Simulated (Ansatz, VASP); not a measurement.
KMgF3 in VASP and in Ansatz

```xyz
5
Lattice="3.9094 0.0000 0.0000 0.0000 3.9094 0.0000 0.0000 0.0000 3.9094" Properties=species:S:1:pos:R:3 pbc="T T T"
K     1.9547    1.9547    1.9547
Mg    0.0000    0.0000    0.0000
F     1.9547    0.0000    0.0000
F     0.0000    1.9547    0.0000
F     0.0000    0.0000    1.9547
```

Alike in both runs: functional LDA; k mesh 8 × 8 × 8; occupations fermi-dirac, width 0.02 eV; no spin polarisation.

Ansatz relaxed the structure, and its values are those at the end. VASP's run is a single point on that final structure, the one shown.

|  | VASP | Ansatz |
| --- | --- | --- |
| version | VASP 6.6.1 | Ansatz 0.2.0 |
| potentials or method | VASP PAW LDA potentials, release 64 (K_sv, Mg, F), cutoff 520 eV | PAW plane waves |
| valence electrons in the cell | 32 | 40 |

|  | VASP | Ansatz | Ansatz less VASP |
| --- | --- | --- | --- |
| gap on the k mesh at the Fermi level (eV) | 7.41 | 7.43 | +0.024 |
| pressure (GPa) | -0.9 | 0.0 | +0.90 |

Ansatz warns that its potentials were made for another functional, while VASP's fit it. LDA's correlation is that of Perdew and Zunger in VASP and of Perdew and Wang (1992) in Ansatz. VASP's potentials hold 32 valence electrons a cell and Ansatz's 40, so a difference there can come from the potentials and not from the codes.
